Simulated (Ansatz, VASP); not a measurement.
Given: the input of a run of VASP 6.6.1 on AlNi.

The input POSCAR:

```
AlNi
1.0
    2.8810000000      0.0000000000      0.0000000000
    0.0000000000      2.8810000000      0.0000000000
    0.0000000000      0.0000000000      2.8810000000
Ni Al
1 1
Direct
    0.5000000000      0.5000000000      0.5000000000
    0.0000000000      0.0000000000      0.0000000000
```

INCAR.step1

```
  PREC = Accurate
  ENCUT = 600
  EDIFF = 1E-5
  ISMEAR = -1
  SIGMA = 0.05
  LREAL = F
  LASPH = T
  NELM = 150
  ALGO = Normal
  LWAVE = T
  LCHARG = F
  ISPIN = 2
  MAGMOM = 1 0
  LORBIT = 11
  LMAXMIX = 4
  GGA = PE
  NBANDS = 18
```

File INCAR.step2:

```
  PREC = Accurate
  ENCUT = 600
  EDIFF = 1E-6
  ISMEAR = -1
  SIGMA = 0.05
  LREAL = F
  LASPH = T
  NELM = 150
  ALGO = Normal
  ISIF = 3
  LWAVE = F
  LCHARG = F
  ISPIN = 2
  MAGMOM = 1 0
  LORBIT = 11
  LMAXMIX = 4
  GGA = PE
  LHFCALC = T
  AEXX = 0.25
  HFSCREEN = 0.3
  PRECFOCK = Normal
  IBRION = 2
  NSW = 60
  EDIFFG = -0.01
  ISTART = 1
```

Contents of KPOINTS:

```
regular mesh
0
Gamma
  5 5 5
```

Potentials or basis: VASP PAW PBE potentials, release 64 (Ni, Al).

Launch:

```bash
$ cat potpaw_PBE.64/Ni/POTCAR potpaw_PBE.64/Al/POTCAR > POTCAR
$ cp INCAR.step1 INCAR
$ mpirun -np 1 vasp_std > vasp.out
$ cp INCAR.step2 INCAR
$ mpirun -np 1 vasp_std > vasp.out
```

**Question.** Translate it to Ansatz 0.2.0. Potentials there: Ansatz PAW.

**Answer.** As run (the cutoff follows the program's own potentials):

input.yaml

```yaml
crystal:
  lattice:
    - [2.881, 0.0, 0.0]
    - [0.0, 2.881, 0.0]
    - [0.0, 0.0, 2.881]
  atoms:
    - { symbol: Ni, position: [0.5, 0.5, 0.5], spin: 1.0 }
    - { symbol: Al, position: [0.0, 0.0, 0.0] }
hamiltonian:
  xc: { exchange: pbe, correlation: pbe, exx: { coeff: 0.25, omega: 0.3 } }
  pseudopotentials: { kind: paw }
magnetization:
  spin_polarized: true
kpoints:
  mp_grid: { grid: [5, 5, 5] }
scf:
  occupations: { method: fermi_dirac, width: 0.05 }
output:
  forces: true
  stress: true
relax:
  f_tol: 0.01
  max_steps: 40
  cell: { stress_tol: 0.05 }
```

Potentials or basis: Ansatz PAW.

The run is started by

```console
$ ansatz run input.yaml --threads 2 --pin off --max-ram 5632MiB --backend cpu --events-out ev --progress --plain --runs-dir out
```

Both were run:

|  | VASP | Ansatz | Ansatz less VASP |
| --- | --- | --- | --- |
| gap on the k mesh at the Fermi level, each at its own relaxed structure (eV) | none | none | - |
| net moment per atom (μB) | 0.22 | 0.22 | 0.000 |
| size of the moment on the site where the two differ most (μB) | 0.40 | 0.41 | +0.014 |
| relaxed volume (Å³/atom) | 11.82 | 11.81 | -0.005 |
| relaxed length of the cell vector where the two differ most in proportion (Å) | 2.870 | 2.869 | -0.0004 |

VASP's potentials were made for PBE, not for PBE-based screened hybrid. Site moments also hang on the region over which each program counts them. A gap of «none» marks a metal or a gap that the smearing closes. VASP's potentials hold 13 valence electrons a cell and Ansatz's 21, so a difference there can come from the potentials and not from the codes.

The k mesh is coarse, so the values compare programs but aren't converged. Noted on Ansatz's run: the magnetic or orbital state may not be the lowest; the plane-wave basis is chosen anew once the cell has moved, so the energies of steps on either side of that aren't comparable.
